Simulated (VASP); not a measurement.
Ge: single point with r2SCAN

**Experimental background.**

From “Electronic and optical properties of SixGe1-x-ySny alloys lattice-matched to Ge”, 2021, arxiv:2109.02782, for a bulk crystal of Ge at 293 K: band gap 0.666 eV (indirect).

The system is Ge.

```
Ge
1.0
     0.00000    2.83601    2.83601
     2.83601    0.00000    2.83601
     2.83601    2.83601    0.00000
Ge
2
Direct
  0.50000 0.50000 0.50000
  0.75000 0.75000 0.75000
```

```json
{"Program": "VASP 6.6.1", "Task": "single point", "Functional": "r2SCAN", "Potentials or basis": "VASP PAW PBE potentials, release 64 (Ge_d)", "Cutoff": "520 eV", "k mesh": "5 × 5 × 5", "Occupations": "fermi-dirac, width 0.05 eV", "Spin": "no spin polarisation"}
```

```json
{
 "Pressure": "0.1 GPa",
 "Band gap on the k mesh": "0.33 eV"
}
```

Levels at points of the mesh, in eV from the valence-band top:
```tsv
k point	band 11	band 12	band 13	band 14	band 15	band 16	band 17	band 18
(0.00, 0.00, 0.00)	-13.24	0.00	0.00	0.00	0.33	2.71	2.71	2.71
```

Run time: 58 s on 1 thread of Intel Xeon 8259CL, with other jobs on the host, peak memory 0.17 GiB.

A measured gap of Ge is 0.666 eV (indirect; 293 K; “Electronic and optical properties of SixGe1-x-ySny alloys lattice-matched to Ge”, 2021, arxiv:2109.02782); the calculated 0.33 eV misses it by -0.33 eV. 3 values of this kind are on record (0.666 to 0.807 eV); this one was drawn at random among those near their median. Spin-orbit coupling on Ge is left out. The value is that of r2SCAN on a finite k mesh, which can miss the band edges, without temperature or zero-point motion.

Caveat: the PAW data sets were made with another functional, which shifts forces and pressure a little; an odd mesh through Γ misses points on the zone boundary, where band edges can lie.
